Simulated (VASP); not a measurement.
# AlN (Fm-3m) in VASP: notebook, part 2 of 3

VASP 6.6.1.

## (3) Single point, PBEsol

File INCAR:

```
SYSTEM = AlN
ALGO = Normal
EDIFF = 1E-6
ENCUT = 600
GGA = PS
GGA_COMPAT = .FALSE.
ISIF = 2
ISMEAR = 0
LASPH = .TRUE.
LCHARG = .FALSE.
LREAL = .FALSE.
LWAVE = .FALSE.
NBANDS = 11
NELM = 120
PREC = Accurate
SIGMA = 0.1
```

File KPOINTS:

```
k-points
0
G
  8 8 8
  0 0 0
```

File POSCAR:

```
AlN
1.0
    0.0000000000      1.9892168054      1.9892168054
    1.9892168054      0.0000000000      1.9892168054
    1.9892168054      1.9892168054      0.0000000000
Al N
1 1
Direct
    0.5000000000      0.5000000000      0.5000000000
    0.0000000000      0.0000000000      0.0000000000
```

Potentials or basis: VASP PAW PBE potentials, release 64 (Al, N).

Command:

```bash
cat potpaw_PBE.64/Al/POTCAR potpaw_PBE.64/N/POTCAR > POTCAR
mpirun -np 1 vasp_std > vasp.out
```

OUTCAR:

```text
SYSTEM = AlN
   EDIFF = 1E-6
   ENCUT = 600
   GGA = PS
   ISIF = 2
   ISMEAR = 0
   LASPH = .TRUE.
   LREAL = .FALSE.
   NELM = 120
   PREC = Accurate

 ion  position               nearest neighbor table
   1  0.500  0.500  0.500-   2 1.99   2 1.99   2 1.99   2 1.99   2 1.99   2 1.99
   2  0.000  0.000  0.000-   1 1.99   1 1.99   1 1.99   1 1.99   1 1.99   1 1.99

  LATTYP: Found a face centered cubic cell.
 ALAT       =     3.9784336108

  Lattice vectors:

 A1 = (   0.0000000000,   1.9892168054,   1.9892168054)
 A2 = (   1.9892168054,   0.0000000000,   1.9892168054)
 A3 = (   1.9892168054,   1.9892168054,   0.0000000000)

Analysis of symmetry for initial positions (statically):
=====================================================================
 Subroutine PRICEL returns:
 Original cell was already a primitive cell.

 Routine SETGRP: Setting up the symmetry group for a
 face centered cubic supercell.

 Subroutine GETGRP returns: Found 48 space group operations
 (whereof 48 operations were pure point group operations)
 out of a pool of 48 trial point group operations.

The static configuration has the point symmetry O_h .

Analysis of symmetry for dynamics (positions and initial velocities):
[... 164 lines left out ...]
 fundamental gap:      5.0273376601
 Fermi energy:        10.9396054068

 k-point     1 :       0.0000    0.0000    0.0000
  band No.  band energies     occupation
      1      -7.4725      2.00000
      2      10.5299      2.00000
      3      10.5299      2.00000
      4      10.5299      2.00000
      5      16.9148      0.00000
      6      22.7064      0.00000
      7      22.7064      0.00000
      8      22.7064      0.00000
      9      27.9198      0.00000
     10      28.5738      0.00000
     11      28.5738      0.00000
[... 309 lines left out ...]
 k-point    24 :      -0.3750    0.2500    0.1250
  band No.  band energies     occupation
      1      -3.4349      2.00000
      2       2.7534      2.00000
      3       6.6126      2.00000
      4       8.4137      2.00000
      5      19.2045      0.00000
      6      19.4294      0.00000
      7      23.2505      0.00000
      8      23.7385      0.00000
      9      29.0889      0.00000
     10      30.1449      0.00000
     11      33.4766      0.00000

 [... further k-points ...]
[... 5 lines left out ...]
  --------------------------------------------------------------------------------------
  -------------------------------------------------------------------------------------
  Total        1.4020553      1.4020553      1.4020553     -0.0000000      0.0000000     -0.0000000
  in kB      142.6919129    142.6919129    142.6919129     -0.0000000      0.0000000     -0.0000000
  external PRESSURE =     142.6919129 kB  Pullay stress =       0.0000000 kB

 VOLUME and BASIS-vectors are now :
 -----------------------------------------------------------------------------
  energy-cutoff  :      600.00
  volume of cell :       15.74
      direct lattice vectors                 reciprocal lattice vectors
     0.000000000  1.989216805  1.989216805    -0.251355206  0.251355206  0.251355206
     1.989216805  0.000000000  1.989216805     0.251355206 -0.251355206  0.251355206
     1.989216805  1.989216805  0.000000000     0.251355206  0.251355206 -0.251355206

 POSITION                                       TOTAL-FORCE (eV/Angst)
 -----------------------------------------------------------------------------------
      1.98922      1.98922      1.98922         0.000000      0.000000      0.000000
      0.00000      0.00000      0.00000        -0.000000     -0.000000     -0.000000
 -----------------------------------------------------------------------------------
    total drift:                                0.000000     -0.000000     -0.000000

  FREE ENERGIE OF THE ION-ELECTRON SYSTEM (eV)
  ---------------------------------------------------
  free  energy   TOTEN  =       -15.4149847299 eV

  energy  without entropy=      -15.4149847299  energy(sigma->0) =      -15.41498473
```

OSZICAR:

```text
N       E                     dE             d eps       ncg     rms          rms(c)
DAV:   1     0.587342634750E+01    0.58734E+01   -0.44177E+03   646   0.748E+02
DAV:   2    -0.164911987560E+02   -0.22365E+02   -0.21778E+02   771   0.142E+02
DAV:   3    -0.170791647743E+02   -0.58797E+00   -0.58681E+00   783   0.199E+01
DAV:   4    -0.170810626802E+02   -0.18979E-02   -0.18978E-02   692   0.118E+00
DAV:   5    -0.170810779288E+02   -0.15249E-04   -0.15249E-04   775   0.111E-01    0.750E+00
DAV:   6    -0.154603454680E+02    0.16207E+01   -0.65745E+00   723   0.144E+01    0.282E+00
DAV:   7    -0.154279834277E+02    0.32362E-01   -0.18729E-01   724   0.305E+00    0.180E+00
DAV:   8    -0.154152589654E+02    0.12724E-01   -0.13137E-02   683   0.113E+00    0.368E-01
DAV:   9    -0.154149675997E+02    0.29137E-03   -0.11977E-03   728   0.226E-01    0.169E-01
DAV:  10    -0.154149888206E+02   -0.21221E-04   -0.75450E-05   729   0.612E-02    0.446E-02
DAV:  11    -0.154149849035E+02    0.39171E-05   -0.11074E-05   713   0.207E-02    0.646E-03
DAV:  12    -0.154149847299E+02    0.17355E-06   -0.37717E-07   376   0.547E-03
   1 F= -.15414985E+02 E0= -.15414985E+02  d E =-.169775E-10
```

Wall time 4.8 s (1 thread of Intel Xeon Platinum 8259CL at 2.50GHz (Skylake/Cascade Lake), shared host); peak memory 0.13 GiB.

Results:

| Quantity | Value |
| --- | --- |
| Free energy | -15.4150 eV |
| Pressure | 14.3 GPa |
| Band gap on the k mesh | 5.03 eV, indirect (least direct gap 6.38 eV) |

Levels at points of the mesh, in eV from the valence-band top:
```csv
k point,band 1,band 2,band 3,band 4,band 5,band 6,band 7,band 8,band 9
"(0.00, 0.00, 0.00)",-18.00,0.00,0.00,0.00,6.38,12.18,12.18,12.18,17.39
"(0.50, 0.00, 0.00)",-14.50,-8.69,-1.19,-1.19,6.35,11.30,11.30,13.98,16.50
"(0.50, 0.50, 0.00)",-13.43,-7.78,-2.95,-2.95,5.03,5.05,14.57,17.94,17.94
```

Caveat: the PAW data sets were made with another functional, which shifts forces and pressure a little.

## (4) Single point, PBEsol

File INCAR:

```
SYSTEM = AlN
ALGO     = Normal         ! electronic algorithm
EDIFF    = 1E-6           ! SCF threshold, eV
ENCUT    = 600            ! plane-wave cutoff, eV
GGA      = PS             ! functional
GGA_COMPAT= .False.      
ISIF     = 2              ! what is computed and relaxed
ISMEAR   = 0              ! smearing method
LASPH    = .True.         ! aspherical terms in the spheres
LCHARG   = .False.        ! write CHGCAR
LREAL    = .False.        ! projectors in reciprocal space
LWAVE    = .False.        ! write WAVECAR
NBANDS   = 11             ! bands
NELM     = 120            ! most SCF steps
PREC     = Accurate       ! precision mode
SIGMA    = 0.01           ! smearing width, eV
```

File KPOINTS:

```
k-points
0
Gamma
  10 10 10
  0 0 0
```

POSCAR is that of step 3.

Potentials or basis: VASP PAW PBE potentials, release 64 (Al, N).

Command:

```bash
cat potpaw_PBE.64/Al/POTCAR potpaw_PBE.64/N/POTCAR > POTCAR
mpirun -np 1 vasp_std > vasp.out
```

OUTCAR:

```text
SYSTEM = AlN
   EDIFF = 1E-6
   ENCUT = 600
   GGA = PS
   ISIF = 2
   ISMEAR = 0
   LASPH = .True.
   LREAL = .False.
   NELM = 120
   PREC = Accurate

 ion  position               nearest neighbor table
   1  0.500  0.500  0.500-   2 1.99   2 1.99   2 1.99   2 1.99   2 1.99   2 1.99
   2  0.000  0.000  0.000-   1 1.99   1 1.99   1 1.99   1 1.99   1 1.99   1 1.99

  LATTYP: Found a face centered cubic cell.
 ALAT       =     3.9784336108

  Lattice vectors:

 A1 = (   0.0000000000,   1.9892168054,   1.9892168054)
 A2 = (   1.9892168054,   0.0000000000,   1.9892168054)
 A3 = (   1.9892168054,   1.9892168054,   0.0000000000)

Analysis of symmetry for initial positions (statically):
=====================================================================
 Subroutine PRICEL returns:
 Original cell was already a primitive cell.

 Routine SETGRP: Setting up the symmetry group for a
 face centered cubic supercell.

 Subroutine GETGRP returns: Found 48 space group operations
 (whereof 48 operations were pure point group operations)
 out of a pool of 48 trial point group operations.

The static configuration has the point symmetry O_h .

Analysis of symmetry for dynamics (positions and initial velocities):
[... 163 lines left out ...]
 fundamental gap:      5.0278182280
 Fermi energy:        10.6950981772

 k-point     1 :       0.0000    0.0000    0.0000
  band No.  band energies     occupation
      1      -7.4727      2.00000
      2      10.5294      2.00000
      3      10.5294      2.00000
      4      10.5294      2.00000
      5      16.9145      0.00000
      6      22.7064      0.00000
      7      22.7064      0.00000
      8      22.7064      0.00000
      9      27.9198      0.00000
     10      28.5738      0.00000
     11      28.5738      0.00000
[... 309 lines left out ...]
 k-point    24 :       0.4000    0.3000    0.0000
  band No.  band energies     occupation
      1      -4.2668      2.00000
      2       4.4463      2.00000
      3       7.5647      2.00000
      4       8.1155      2.00000
      5      16.7938      0.00000
      6      17.6115      0.00000
      7      23.2302      0.00000
      8      26.6553      0.00000
      9      27.4797      0.00000
     10      32.7988      0.00000
     11      35.9159      0.00000

 [... further k-points ...]
[... 5 lines left out ...]
  --------------------------------------------------------------------------------------
  -------------------------------------------------------------------------------------
  Total        1.4021314      1.4021314      1.4021314      0.0000000      0.0000000     -0.0000000
  in kB      142.6996621    142.6996621    142.6996621      0.0000000      0.0000000     -0.0000000
  external PRESSURE =     142.6996621 kB  Pullay stress =       0.0000000 kB

 VOLUME and BASIS-vectors are now :
 -----------------------------------------------------------------------------
  energy-cutoff  :      600.00
  volume of cell :       15.74
      direct lattice vectors                 reciprocal lattice vectors
     0.000000000  1.989216805  1.989216805    -0.251355206  0.251355206  0.251355206
     1.989216805  0.000000000  1.989216805     0.251355206 -0.251355206  0.251355206
     1.989216805  1.989216805  0.000000000     0.251355206  0.251355206 -0.251355206

 POSITION                                       TOTAL-FORCE (eV/Angst)
 -----------------------------------------------------------------------------------
      1.98922      1.98922      1.98922        -0.000000      0.000000     -0.000000
      0.00000      0.00000      0.00000         0.000000      0.000000      0.000000
 -----------------------------------------------------------------------------------
    total drift:                                0.000000     -0.000000     -0.000000

  FREE ENERGIE OF THE ION-ELECTRON SYSTEM (eV)
  ---------------------------------------------------
  free  energy   TOTEN  =       -15.4154219919 eV

  energy  without entropy=      -15.4154219919  energy(sigma->0) =      -15.41542199
```

OSZICAR:

```text
N       E                     dE             d eps       ncg     rms          rms(c)
DAV:   1     0.953138616198E+01    0.95314E+01   -0.46788E+03  1042   0.774E+02
DAV:   2    -0.162393630203E+02   -0.25771E+02   -0.24700E+02  1276   0.149E+02
DAV:   3    -0.170784988900E+02   -0.83914E+00   -0.83711E+00  1317   0.225E+01
DAV:   4    -0.170811637520E+02   -0.26649E-02   -0.26646E-02  1163   0.133E+00
DAV:   5    -0.170811821024E+02   -0.18350E-04   -0.18350E-04  1226   0.117E-01    0.750E+00
DAV:   6    -0.154606991621E+02    0.16205E+01   -0.65676E+00  1195   0.144E+01    0.282E+00
DAV:   7    -0.154284270919E+02    0.32272E-01   -0.18730E-01  1165   0.306E+00    0.179E+00
DAV:   8    -0.154156902038E+02    0.12737E-01   -0.13039E-02  1088   0.113E+00    0.361E-01
DAV:   9    -0.154154048321E+02    0.28537E-03   -0.12254E-03  1193   0.228E-01    0.166E-01
DAV:  10    -0.154154257800E+02   -0.20948E-04   -0.68524E-05  1181   0.597E-02    0.415E-02
DAV:  11    -0.154154221691E+02    0.36109E-05   -0.10033E-05  1148   0.195E-02    0.628E-03
DAV:  12    -0.154154219919E+02    0.17722E-06   -0.35781E-07   610   0.530E-03
   1 F= -.15415422E+02 E0= -.15415422E+02  d E =-.101521-123
```

It took 7.4 s on 1 thread of Intel Xeon Platinum 8259CL at 2.50GHz (Skylake/Cascade Lake), shared host; peak memory 0.13 GiB.

Results:

```
Free energy            : -15.4154 eV
Pressure               : 14.3 GPa
Band gap on the k mesh : 5.03 eV, indirect (least direct gap 6.39 eV)
```

Caveat: the PAW data sets were made with another functional, which shifts forces and pressure a little. As with any semilocal functional, this PBEsol gap is likely too small.

## (5) Single point, PBEsol

File INCAR:

```
  ALGO = Normal
  EDIFF = 1E-6
  ENCUT = 600
  GGA = PS
  GGA_COMPAT = False
  ISIF = 2
  ISMEAR = 0
  LASPH = True
  LCHARG = False
  LREAL = False
  LWAVE = False
  NBANDS = 11
  NELM = 120
  PREC = Accurate
  SIGMA = 0.02
```

File KPOINTS:

```
k-points
0
Gamma
  10 10 10
```

POSCAR is that of step 4.

Command:

```bash
cat potpaw_PBE.64/Al/POTCAR potpaw_PBE.64/N/POTCAR > POTCAR
mpirun -np 1 vasp_std > vasp.out
```

Wall time 7.1 s (1 thread of Intel Xeon Platinum 8259CL at 2.50GHz (Skylake/Cascade Lake), shared host); peak memory 0.14 GiB.

It converged, with:

```
Free energy            : -15.4154 eV
Pressure               : 14.3 GPa
Band gap on the k mesh : 5.03 eV, indirect (least direct gap 6.39 eV)
```

Levels at points of the mesh, in eV from the valence-band top:
| k point | band 1 | band 2 | band 3 | band 4 | band 5 | band 6 | band 7 | band 8 | band 9 |
| --- | --- | --- | --- | --- | --- | --- | --- | --- | --- |
| (0.00, 0.00, 0.00) | -18.00 | 0.00 | 0.00 | 0.00 | 6.39 | 12.18 | 12.18 | 12.18 | 17.39 |
| (0.50, 0.00, 0.00) | -14.50 | -8.69 | -1.19 | -1.19 | 6.35 | 11.30 | 11.30 | 13.98 | 16.50 |
| (0.50, 0.50, 0.00) | -13.43 | -7.78 | -2.95 | -2.95 | 5.03 | 5.05 | 14.57 | 17.94 | 17.94 |

Caveat: the PAW data sets were made with another functional, which shifts forces and pressure a little. A k mesh can miss the band edges.

(Part 2 of 3 ends here.)
